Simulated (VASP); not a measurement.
The system is Zn.

```
Zn
1.0
    -1.57943    1.57943    1.57943
     1.57943   -1.57943    1.57943
     1.57943    1.57943   -1.57943
Zn
1
Cartesian
  0.0000 0.0000 0.0000
```

Base run:

* Program: VASP 6.6.1
* Functional: PBE
* Potentials or basis: VASP PAW PBE potentials, release 64 (Zn)
* Cutoff: 500 eV
* k mesh: 12 × 12 × 12
* Occupations: fermi-dirac, width 0.05 eV
* Spin: no spin polarisation

Its results: band gap on the k mesh zero (band 6 reaches 7.10 eV, above the bottom of band 7 at 1.92 eV); pressure -1.2 GPa.

Question: The run is repeated on the same cell with these changes: functional from PBE to r2SCAN; cutoff from 500 eV to 520 eV. What comes out?

Answer: Band gap on the k mesh zero (band 6 reaches 7.24 eV, above the bottom of band 7 at 1.85 eV); pressure -5.8 GPa.

Caveats: the PAW data sets were made with another functional, which shifts forces and pressure a little (some runs).
